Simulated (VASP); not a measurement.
# GaP (GaP (F-43m)) (F-43m) in VASP: single point with PBE

Aim: the single point of GaP (GaP (F-43m)) with PBE.

Everything below comes from runs of VASP 6.6.1. Logs are shortened: lines on timing, memory, paths and dates and some standing lists are left out, and cuts for length are marked.

## (1) The cell of the first run

The structure is cubic, space group F-43m (No. 216). Conventional cell: a = 5.452 Å, b = 5.452 Å, c = 5.452 Å, α = 90.00°, β = 90.00°, γ = 90.00°. Within 3.1 Å of Ga (site symmetry -43m) lie 4 P at 2.36 Å. P (site symmetry -43m) has 4 Ga at 2.36 Å within 3.1 Å.

## (2) Single point, PBE

Input file INCAR:

```
PREC = Accurate
ENCUT = 500
EDIFF = 1E-6
ISMEAR = 0
SIGMA = 0.01
LREAL = False
LASPH = True
NELM = 120
ALGO = Normal
ISIF = 2
LWAVE = False
LCHARG = False
GGA = PE
NBANDS = 16
GGA_COMPAT = False
```

Input file KPOINTS:

```
regular mesh
0
Gamma
  9 9 9
```

Input file POSCAR:

```
GaP
1.0
    0.0000000000      2.7258125000      2.7258125000
    2.7258125000      0.0000000000      2.7258125000
    2.7258125000      2.7258125000      0.0000000000
Ga P
1 1
Direct
    0.0000000000      0.0000000000      0.0000000000
    0.7500000000      0.7500000000      0.7500000000
```

Potentials or basis: VASP PAW PBE potentials, release 64 (Ga_d, P).

Started as:

```console
$ cat potpaw_PBE.64/Ga_d/POTCAR potpaw_PBE.64/P/POTCAR > POTCAR
$ mpirun -np 1 vasp_std > vasp.out
```

OUTCAR:

```text
PREC = Accurate
   ENCUT = 500
   EDIFF = 1E-6
   ISMEAR = 0
   LREAL = False
   LASPH = True
   NELM = 120
   ISIF = 2
   GGA = PE

 ion  position               nearest neighbor table
   1  0.000  0.000  0.000-   2 2.36   2 2.36   2 2.36   2 2.36
   2  0.750  0.750  0.750-   1 2.36   1 2.36   1 2.36   1 2.36

  LATTYP: Found a face centered cubic cell.
 ALAT       =     5.4516250000

  Lattice vectors:

 A1 = (   0.0000000000,   2.7258125000,   2.7258125000)
 A2 = (   2.7258125000,   0.0000000000,   2.7258125000)
 A3 = (   2.7258125000,   2.7258125000,   0.0000000000)

Analysis of symmetry for initial positions (statically):
=====================================================================
 Subroutine PRICEL returns:
 Original cell was already a primitive cell.

 Routine SETGRP: Setting up the symmetry group for a
 face centered cubic supercell.

 Subroutine GETGRP returns: Found 24 space group operations
 (whereof 24 operations were pure point group operations)
 out of a pool of 48 trial point group operations.

The static configuration has the point symmetry T_d .

Analysis of symmetry for dynamics (positions and initial velocities):
=====================================================================
 Subroutine PRICEL returns:
 Original cell was already a primitive cell.

 Routine SETGRP: Setting up the symmetry group for a
 face centered cubic supercell.

 Subroutine GETGRP returns: Found 24 space group operations
 (whereof 24 operations were pure point group operations)
 out of a pool of 48 trial point group operations.

The dynamic configuration has the point symmetry T_d .

 Subroutine INISYM returns: Found 24 space group operations
 (whereof 24 operations are pure point group operations),
 and found     1 'primitive' translations

----------------------------------------------------------------------------------------

                                     Primitive cell

  volume of cell :      40.5059

  direct lattice vectors                    reciprocal lattice vectors
     0.000000000  2.725812500  2.725812500    -0.183431546  0.183431546  0.183431546
     2.725812500  0.000000000  2.725812500     0.183431546 -0.183431546  0.183431546
     2.725812500  2.725812500  0.000000000     0.183431546  0.183431546 -0.183431546

  length of vectors
     3.854881006  3.854881006  3.854881006     0.317712757  0.317712757  0.317712757

  position of ions in fractional coordinates (direct lattice)
     0.000000000  0.000000000  0.000000000
     0.750000000  0.750000000  0.750000000

  ion indices of the primitive-cell ions
   primitive index   ion index
                 1           1
                 2           2

----------------------------------------------------------------------------------------

 KPOINTS: regular mesh

Automatic generation of k-mesh.
 Grid dimensions read from file:
 generate k-points for:    9    9    9

 Generating k-lattice:

  Cartesian coordinates                     Fractional coordinates (reciprocal lattice)
    -0.020381283  0.020381283  0.020381283     0.111111111  0.000000000  0.000000000
     0.020381283 -0.020381283  0.020381283     0.000000000  0.111111111  0.000000000
     0.020381283  0.020381283 -0.020381283     0.000000000  0.000000000  0.111111111

  Length of vectors
     0.035301417  0.035301417  0.035301417

  Shift w.r.t. Gamma in fractional coordinates (k-lattice)
     0.000000000  0.000000000  0.000000000

 Subroutine IBZKPT returns following result:
 ===========================================

 Found     35 irreducible k-points:

 Following reciprocal coordinates:
            Coordinates               Weight
  0.000000  0.000000  0.000000      1.000000
  0.111111  0.000000  0.000000      8.000000
  0.222222  0.000000  0.000000      8.000000
  0.333333  0.000000  0.000000      8.000000
  0.444444  0.000000  0.000000      8.000000
  0.111111  0.111111  0.000000      6.000000
[... 16 lines left out ...]
 -0.333333  0.333333  0.000000     12.000000
  0.444444  0.444444  0.000000      6.000000
 [... further k-points ...]
   k-points           NKPTS =     35   k-points in BZ     NKDIM =     35   number of bands    NBANDS=     16
   number of dos      NEDOS =    301   number of ions     NIONS =      2
   total plane-waves  NPLWV =  21952
   dimension x,y,z NGX =    28 NGY =   28 NGZ =   28
   dimension x,y,z NGXF=    56 NGYF=   56 NGZF=   56
   ions per type =               1   1
   NGX,Y,Z   is equivalent  to a cutoff of  12.08, 12.08, 12.08 a.u.
   NGXF,Y,Z  is equivalent  to a cutoff of  24.15, 24.15, 24.15 a.u.
 SYSTEM =  unknown system
   PREC   = accura    normal or accurate (medium, high low for compatibility)
   ISTART =      0    job   : 0-new  1-cont  2-samecut
   ICHARG =      2    charge: 1-file 2-atom 10-const
   ISPIN  =      1    spin polarized calculation?
   LNONCOLLINEAR =      F non collinear calculations
   LSORBIT =      F    spin-orbit coupling
   LASPH  =      T    aspherical Exc in radial PAW
   ENCUT  =  500.0 eV  36.75 Ry    6.06 a.u.   7.03  7.03  7.03*2*pi/ulx,y,z
   NELM   =    120;   NELMIN=  2; NELMDL= -5     # of ELM steps
   EDIFF  = 0.1E-05   stopping-criterion for ELM
   LREAL  =      F    real-space projection
   EDIFFG = 0.1E-04   stopping-criterion for IOM
   NSW    =      0    number of steps for IOM
   IBRION =     -1    ionic relax: 0-MD 1-quasi-New 2-CG
   NFREE  =      0    steps in history (QN), initial steepest desc. (CG)
   ISIF   =      2    stress and relaxation
   ISYM   =      2    0-nonsym 1-usesym 2-fastsym
   POTIM  = 0.5000    time-step for ionic-motion
   TEBEG  =    0.0;   TEEND  =   0.0 temperature during run
   PSTRESS=    0.0 pullay stress
   NELECT =      18.0000    total number of electrons
   NUPDOWN=      -1.0000    fix difference up-down
   EMIN   =  10.00;   EMAX   =-10.00  energy-range for DOS
   EFERMI =   0.00;   METHOD = LEGACY
   ISMEAR =     0;   SIGMA  =   0.01  broadening in eV -4-tet -1-fermi 0-gaus
   EFERMI_NEDOS =   21; number of points for ismear=-14 and -15
   IALGO  =     38    algorithm
   IMIX   =      4    mixing-type and parameters
     AMIX     =   0.40;   BMIX     =  1.00
     AMIX_MAG =   1.60;   BMIX_MAG =  1.00
  volume/ion in A,a.u.               =      20.25       136.67
  Fermi-wavevector in a.u.,A,eV,Ry     =   1.249280  2.360796 21.234610  1.560700
  Thomas-Fermi vector in A             =   2.383328
   LORBIT       =      0    0 simple, 1 ext, 2 COOP (PROOUT), +10 PAW based schemes
   GGA     = PE    functional components
   LHFCALC =     F    Hartree Fock is set to
   AEXX    =    0.0000 exact exchange contribution
   IVDW    =     0    specifies the selected vdW correction
   LEPSILON=     F    determine dielectric tensor
   LRPA    =     F    only Hartree local field effects (RPA)
 non-spin polarized calculation
 Gauss-broadening in eV      SIGMA  =   0.01
  energy-cutoff  :      500.00
  volume of cell :       40.51
 maximum number of plane-waves:      1037
   NGX = 13   NGY = 13   NGZ = 13

 number of electron      18.0000016 magnetization

 Free energy of the ion-electron system (eV)
  ---------------------------------------------------
  ext. energy  EPLUGINS =         0.00000000
  ---------------------------------------------------
  free energy    TOTEN  =        -9.11781248 eV

  energy without entropy =       -9.11781248  energy(sigma->0) =       -9.11781248

 E-fermi :   4.7375     XC(G=0):  -9.8306

 val. band max:        4.6451398449   @ k =   0.0000   0.0000   0.0000
 cond. band min:       6.2446533688   @ k =   0.4444   0.4444   0.0000
 fundamental gap:      1.5995135238
 Fermi energy:         4.7375331973

 k-point     1 :       0.0000    0.0000    0.0000
  band No.  band energies     occupation
      1      -9.9037      2.00000
      2      -9.9037      2.00000
      3      -9.9037      2.00000
      4      -9.8042      2.00000
      5      -9.8042      2.00000
      6      -7.8418      2.00000
[... 8 lines left out ...]
     15      14.4322      0.00000
     16      14.4322      0.00000

 k-point     2 :       0.1111    0.0000    0.0000
  band No.  band energies     occupation
      1      -9.9147      2.00000
      2      -9.8999      2.00000
      3      -9.8999      2.00000
      4      -9.8042      2.00000
      5      -9.8042      2.00000
      6      -7.6816      2.00000
[... 8 lines left out ...]
     15      13.8940      0.00000
     16      14.1918      0.00000

 k-point     3 :       0.2222    0.0000    0.0000
  band No.  band energies     occupation
      1      -9.9404      2.00000
      2      -9.8913      2.00000
      3      -9.8913      2.00000
      4      -9.8034      2.00000
      5      -9.8034      2.00000
      6      -7.2214      2.00000
[... 8 lines left out ...]
     15      13.5513      0.00000
     16      14.6898      0.00000

 k-point     4 :       0.3333    0.0000    0.0000
  band No.  band energies     occupation
      1      -9.9669      2.00000
      2      -9.8833      2.00000
      3      -9.8833      2.00000
      4      -9.8006      2.00000
      5      -9.8006      2.00000
      6      -6.5398      2.00000
[... 8 lines left out ...]
     15      14.2924      0.00000
     16      14.3455      0.00000

 k-point     5 :       0.4444    0.0000    0.0000
  band No.  band energies     occupation
      1      -9.9830      2.00000
      2      -9.8794      2.00000
      3      -9.8794      2.00000
      4      -9.7973      2.00000
      5      -9.7973      2.00000
      6      -5.8933      2.00000
[... 8 lines left out ...]
     15      15.8378      0.00000
     16      15.8378      0.00000

 k-point     6 :       0.1111    0.1111    0.0000
  band No.  band energies     occupation
      1      -9.9219      2.00000
      2      -9.8964      2.00000
      3      -9.8964      2.00000
      4      -9.8074      2.00000
      5      -9.8016      2.00000
      6      -7.6284      2.00000
[... 8 lines left out ...]
     15      14.4740      0.00000
     16      14.6256      0.00000
[... 267 lines left out ...]
 k-point    21 :       0.4444    0.3333    0.0000
  band No.  band energies     occupation
      1     -10.0072      2.00000
      2      -9.8515      2.00000
      3      -9.8484      2.00000
      4      -9.8311      2.00000
      5      -9.7865      2.00000
      6      -5.4974      2.00000
[... 8 lines left out ...]
     15      16.7659      0.00000
     16      18.1421      0.00000

 k-point    22 :      -0.4444    0.3333    0.0000
  band No.  band energies     occupation
      1     -10.0060      2.00000
      2      -9.8568      2.00000
      3      -9.8479      2.00000
      4      -9.8250      2.00000
      5      -9.7902      2.00000
      6      -5.0279      2.00000
[... 8 lines left out ...]
     15      15.7462      0.00000
     16      18.6425      0.00000

 k-point    23 :      -0.3333    0.3333    0.0000
  band No.  band energies     occupation
      1      -9.9971      2.00000
      2      -9.8654      2.00000
      3      -9.8541      2.00000
      4      -9.8150      2.00000
      5      -9.7972      2.00000
      6      -5.1169      2.00000
[... 8 lines left out ...]
     15      14.2319      0.00000
     16      19.6978      0.00000

 k-point    24 :       0.4444    0.4444    0.0000
  band No.  band energies     occupation
      1     -10.0184      2.00000
      2      -9.8407      2.00000
      3      -9.8407      2.00000
      4      -9.8386      2.00000
      5      -9.7831      2.00000
      6      -5.0869      2.00000
[... 8 lines left out ...]
     15      16.8885      0.00000
     16      18.1783      0.00000

 [... further k-points ...]
[... 5 lines left out ...]
  --------------------------------------------------------------------------------------
  -------------------------------------------------------------------------------------
  Total        0.5967393      0.5967393      0.5967393     -0.0000000      0.0000000     -0.0000000
  in kB       23.6035493     23.6035493     23.6035493     -0.0000000      0.0000000     -0.0000000
  external PRESSURE =      23.6035493 kB  Pullay stress =       0.0000000 kB

 VOLUME and BASIS-vectors are now :
 -----------------------------------------------------------------------------
  energy-cutoff  :      500.00
  volume of cell :       40.51
      direct lattice vectors                 reciprocal lattice vectors
     0.000000000  2.725812500  2.725812500    -0.183431546  0.183431546  0.183431546
     2.725812500  0.000000000  2.725812500     0.183431546 -0.183431546  0.183431546
     2.725812500  2.725812500  0.000000000     0.183431546  0.183431546 -0.183431546

 POSITION                                       TOTAL-FORCE (eV/Angst)
 -----------------------------------------------------------------------------------
      0.00000      0.00000      0.00000        -0.000000     -0.000000     -0.000000
      4.08872      4.08872      4.08872         0.000000      0.000000      0.000000
 -----------------------------------------------------------------------------------
    total drift:                               -0.000001     -0.000001     -0.000001

  FREE ENERGIE OF THE ION-ELECTRON SYSTEM (eV)
  ---------------------------------------------------
  free  energy   TOTEN  =        -9.1178124828 eV

  energy  without entropy=       -9.1178124828  energy(sigma->0) =       -9.11781248
```

It took 8.6 s on 1 thread of Intel Xeon 6975P-C (Granite Rapids), shared host; peak memory 0.16 GiB.

What came out:

```yaml
Free_energy: -9.1178 eV
Pressure: 2.4 GPa
Band_gap_on_the_k_mesh: 1.60 eV, indirect (least direct gap 1.82 eV)
```

A k mesh can miss the band edges.
